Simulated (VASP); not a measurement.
# V (P-3m1) in VASP: relaxation of cell and atoms with PBE

Aim: the relaxation of cell and atoms of V with PBE.

Everything below comes from runs of VASP 6.6.1. Logs are shortened: lines on timing, memory, paths and dates and some standing lists are left out, and cuts for length are marked.

## Step 1: The cell of the first run

The structure is trigonal, space group P-3m1 (No. 164). Conventional cell: a = 2.611 Å, b = 2.611 Å, c = 16.411 Å, α = 90.00°, β = 90.00°, γ = 120.00°. V (site symmetry 3m) has 12 V at 2.61 to 2.79 Å within 3.4 Å. V (site symmetry 3m) has 12 V at 2.61 to 2.79 Å within 3.4 Å. Within 3.4 Å of V (site symmetry 3m) lie 12 V at 2.61 to 2.79 Å. V (site symmetry -3m) has 12 V at 2.61 to 2.79 Å within 3.4 Å.

## Step 2: Relaxation of cell and atoms, PBE

File INCAR:

```
SYSTEM = V
PREC = Accurate
ENCUT = 600
EDIFF = 1E-7
ISMEAR = 0
SIGMA = 0.1
LREAL = .False.
LASPH = .True.
NELM = 60
ALGO = Fast
ISIF = 3
LWAVE = .False.
LCHARG = .False.
GGA = PE
IBRION = 2
NSW = 65
EDIFFG = -0.01
```

File KPOINTS:

```
Automatic mesh
0
Gamma
  18 18 3
  0 0 0
```

File POSCAR:

```
V
1.0
    2.6105249404      0.0000000000      0.0000000000
   -1.3052624702      2.2607809156      0.0000000000
    0.0000000000      0.0000000000     16.4105673868
V
7
Direct
    0.0000000000      0.0000000000      0.0000000000
    0.3333333333      0.6666666667      0.1428571429
    0.6666666667      0.3333333333      0.2857142857
    0.3333333333      0.6666666667      0.4285714286
    0.6666666667      0.3333333333      0.5714285714
    0.0000000000      0.0000000000      0.7142857143
    0.6666666667      0.3333333333      0.8571428571
```

Potentials or basis: VASP PAW PBE potentials, release 64 (V_sv).

On the command line:

```sh
cat potpaw_PBE.64/V_sv/POTCAR > POTCAR
mpirun -np 1 vasp_std > vasp.out
```

OUTCAR:

```text
SYSTEM = V
   PREC = Accurate
   ENCUT = 600
   EDIFF = 1E-7
   ISMEAR = 0
   LREAL = .False.
   LASPH = .True.
   NELM = 60
   ISIF = 3
   GGA = PE
   IBRION = 2
   NSW = 65
   EDIFFG = -0.01

 ion  position               nearest neighbor table
   1  0.000  0.000  0.000-   2 2.79   7 2.79   7 2.79   2 2.79   7 2.79   2 2.79
   2  0.333  0.667  0.143-   3 2.79   3 2.79   3 2.79   1 2.79   1 2.79   1 2.79
   3  0.667  0.333  0.286-   2 2.79   2 2.79   2 2.79   4 2.79   4 2.79   4 2.79
   4  0.333  0.667  0.429-   5 2.79   5 2.79   5 2.79   3 2.79   3 2.79   3 2.79
   5  0.667  0.333  0.571-   4 2.79   4 2.79   4 2.79   6 2.79   6 2.79   6 2.79
   6  0.000  0.000  0.714-   7 2.79   7 2.79   7 2.79   5 2.79   5 2.79   5 2.79
   7  0.667  0.333  0.857-   6 2.79   6 2.79   6 2.79   1 2.79   1 2.79   1 2.79

  LATTYP: Found a hexagonal cell.
 ALAT       =     2.6105249404
 C/A-ratio  =     6.2863093675

  Lattice vectors:

 A1 = (   2.6105249404,   0.0000000000,   0.0000000000)
 A2 = (  -1.3052624702,   2.2607809156,   0.0000000000)
 A3 = (   0.0000000000,   0.0000000000,  16.4105673868)

Analysis of symmetry for initial positions (statically):
=====================================================================
 Subroutine PRICEL returns:
 Original cell was already a primitive cell.

 Routine SETGRP: Setting up the symmetry group for a
 hexagonal supercell.

 Subroutine GETGRP returns: Found 12 space group operations
 (whereof  6 operations were pure point group operations)
 out of a pool of 24 trial point group operations.

The static configuration has the point symmetry C_3v.
 The point group associated with its full space group is D_3d.

Analysis of symmetry for dynamics (positions and initial velocities):
=====================================================================
 Subroutine PRICEL returns:
 Original cell was already a primitive cell.

 Routine SETGRP: Setting up the symmetry group for a
 hexagonal supercell.

 Subroutine GETGRP returns: Found 12 space group operations
 (whereof  6 operations were pure point group operations)
 out of a pool of 24 trial point group operations.

The dynamic configuration has the point symmetry C_3v.
 The point group associated with its full space group is D_3d.

 Subroutine INISYM returns: Found 12 space group operations
 (whereof  6 operations are pure point group operations),
 and found     1 'primitive' translations

----------------------------------------------------------------------------------------

                                     Primitive cell

[... 112 lines left out ...]
   NUPDOWN=      -1.0000    fix difference up-down
   EMIN   =  10.00;   EMAX   =-10.00  energy-range for DOS
   EFERMI =   0.00;   METHOD = LEGACY
   ISMEAR =     0;   SIGMA  =   0.10  broadening in eV -4-tet -1-fermi 0-gaus
   EFERMI_NEDOS =   21; number of points for ismear=-14 and -15
   IALGO  =     68    algorithm
   IMIX   =      4    mixing-type and parameters
     AMIX     =   0.40;   BMIX     =  1.00
     AMIX_MAG =   1.60;   BMIX_MAG =  1.00
  volume/ion in A,a.u.               =      13.84        93.37
  Fermi-wavevector in a.u.,A,eV,Ry     =   1.603437  3.030057 34.980732  2.571011
  Thomas-Fermi vector in A             =   2.700100
   LORBIT       =      0    0 simple, 1 ext, 2 COOP (PROOUT), +10 PAW based schemes
   GGA     = PE    functional components
   LHFCALC =     F    Hartree Fock is set to
   AEXX    =    0.0000 exact exchange contribution
   IVDW    =     0    specifies the selected vdW correction
   LEPSILON=     F    determine dielectric tensor
   LRPA    =     F    only Hartree local field effects (RPA)
 conjugate gradient relaxation of ions
 non-spin polarized calculation
 RMM-DIIS sequential band-by-band and
 Gauss-broadening in eV      SIGMA  =   0.10
  energy-cutoff  :      600.00
  volume of cell :       96.85
 maximum number of plane-waves:      3262
 NGX is ok and might be reduce to    24
   NGX = 11   NGY = 11   NGZ = 65

--------------------------------------- Ionic step        1  -------------------------------------------

 number of electron      91.0000024 magnetization

 Free energy of the ion-electron system (eV)
  ---------------------------------------------------
  ext. energy  EPLUGINS =         0.00000000
  ---------------------------------------------------
  free energy    TOTEN  =       -61.26485489 eV

  energy without entropy =      -61.20485373  energy(sigma->0) =      -61.23485431

------------------------ aborting loop because EDIFF is reached ----------------------------------------

  FORCE on cell =-STRESS in cart. coord.  units (eV):
  Direction    XX          YY          ZZ          XY          YZ          ZX
  --------------------------------------------------------------------------------------
  -------------------------------------------------------------------------------------
  Total        0.3759958      0.3759958     -0.2129946     -0.0000000      0.0000000      0.0000000
  in kB        6.2199043      6.2199043     -3.5234600     -0.0000000      0.0000000      0.0000000
  external PRESSURE =       2.9721162 kB  Pullay stress =       0.0000000 kB
[... 151 lines left out ...]
--------------------------------------- Ionic step        5  -------------------------------------------

 number of electron      91.0000029 magnetization

 Free energy of the ion-electron system (eV)
  ---------------------------------------------------
  ext. energy  EPLUGINS =         0.00000000
  ---------------------------------------------------
  free energy    TOTEN  =       -61.26639211 eV

  energy without entropy =      -61.20607067  energy(sigma->0) =      -61.23623139

 E-fermi :   9.6668     XC(G=0): -12.7388

 val. band max:        9.6659786201   @ k =   0.3889   0.1667   0.3333
 cond. band min:       9.6694681139   @ k =   0.3333   0.1111   0.0000
 fundamental gap:      0.0034894938
 Fermi energy:         9.6667731290

 k-point     1 :       0.0000    0.0000    0.0000
  band No.  band energies     occupation
      1     -54.3477      2.00000
      2     -54.3263      2.00000
      3     -54.3235      2.00000
      4     -54.2785      2.00000
      5     -54.2748      2.00000
      6     -54.2401      2.00000
[... 1357 lines left out ...]
     53      11.1545      0.00000
     54      11.9179      0.00000

 [... further k-points ...]

------------------------ aborting loop because EDIFF is reached ----------------------------------------

  FORCE on cell =-STRESS in cart. coord.  units (eV):
  Direction    XX          YY          ZZ          XY          YZ          ZX
  --------------------------------------------------------------------------------------
  -------------------------------------------------------------------------------------
  Total        0.0077041      0.0077041      0.0015192      0.0000000      0.0000000      0.0000000
  in kB        0.1272301      0.1272301      0.0250882      0.0000000      0.0000000      0.0000000
  external PRESSURE =       0.0931828 kB  Pullay stress =       0.0000000 kB
[... 22 lines left out ...]
  FREE ENERGIE OF THE ION-ELECTRON SYSTEM (eV)
  ---------------------------------------------------
  free  energy   TOTEN  =       -61.2663921091 eV

  energy  without entropy=      -61.2060706687  energy(sigma->0) =      -61.23623139

 reached required accuracy - stopping structural energy minimisation
```

Run time: 2 h. Hardware: 1 thread of Oxide Virtual Turin-like, shared host; peak memory 0.55 GiB.

What came out:

- Free energy: -61.2664 eV
- Relaxed volume: 13.86 Å³/atom
- Relaxed cell: a = 2.618 Å, b = 2.618 Å, c = 16.350 Å, α = 90.00°, β = 90.00°, γ = 120.00°
- Space group after relaxing (to 0.1 Å): P-3m1 (No. 164)
- Energy gained by relaxing: 0.2 meV/atom
- Ionic steps: 5
- Pressure after relaxing: 0.0 GPa
- Largest force after relaxing: 0.009 eV/Å
- Band gap on the k mesh: zero (an odd number of electrons rules out a gap without spin polarisation)

Forces on the atoms (eV/Å):
```
V    0.000  0.000 -0.001
V    0.000  0.000  0.001
V    0.000  0.000 -0.009
V    0.000  0.000 -0.002
V    0.000  0.000  0.000
V    0.000  0.000  0.002
V    0.000  0.000  0.009
```

The path:
```csv
step,energy change (eV),largest force (eV/Å),pressure (GPa),volume (Å³)
1,0.0000,0.0387,0.30,96.85
2,-0.0012,0.0124,-0.35,97.21
3,-0.0012,0.0140,-0.30,97.19
4,-0.0015,0.0088,0.09,96.97
5,-0.0015,0.0086,0.01,97.02
```

Final structure:
```xyz
7
Lattice="2.6175 0.0000 0.0000 -1.3088 2.2668 0.0000 0.0000 0.0000 16.3505" Properties=species:S:1:pos:R:3 pbc="T T T"
V     0.0000    0.0000    0.0029
V     0.0000    1.5112    2.3329
V     1.3088    0.7556    4.6710
V     0.0000    1.5112    7.0083
V     1.3088    0.7556    9.3431
V    -1.3088    2.2668   11.6779
V     1.3088    0.7556   14.0152
```

Levels at points of the mesh, in eV from the Fermi level:
```tsv
k point	band 44	band 45	band 46	band 47	band 48	band 49
(0.00, 0.00, 0.00)	0.29	0.29	0.29	0.36	0.36	0.41
(0.50, 0.00, 0.00)	0.16	0.66	0.66	0.67	0.80	1.15
```
